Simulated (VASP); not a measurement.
# Cu: single point with LDA

The system is Cu.

```
CELL_PARAMETERS angstrom
11.57025 0.00000 0.00000
0.00000 2.23821 0.00000
-4.59562 0.00000 21.74339
ATOMIC_POSITIONS crystal
Cu 0.50000 0.50000 0.50000
```

| Item | Value |
| --- | --- |
| Program | VASP 6.6.1 |
| Task | single point |
| Functional | LDA |
| Potentials or basis | VASP PAW LDA potentials, release 64 (Cu) |
| Cutoff | 520 eV |
| k mesh | 3 × 13 × 2 |
| Occupations | methfessel-paxton, width 0.15 eV |
| Spin | no spin polarisation |
| Dipole correction | no |
| Further INCAR settings | ALGO = Normal; EDIFF = 1e-07; NBANDS = 12 |

The pressure is 0.0 GPa. The band gap on the k mesh is zero (an odd number of electrons rules out a gap without spin polarisation).

Stress tensor (GPa, compression positive):
```
 0.00  0.00  0.00
 0.00 -0.11  0.00
 0.00  0.00  0.00
```

Levels at points of the mesh, in eV from the Fermi level:
```csv
k point,band 3,band 4,band 5,band 6,band 7,band 8,band 9,band 10
"(0.00, 0.00, 0.00)",-0.91,-0.91,-0.04,-0.04,3.06,3.06,5.44,5.85
"(0.00, 0.00, 0.50)",-0.91,-0.91,-0.04,-0.04,3.06,3.06,5.46,5.71
```

Wall time 2.6 min on 1 thread of AMD EPYC 9R45 96-Core Processor (Zen 5) (shared host), peak memory 0.49 GiB.
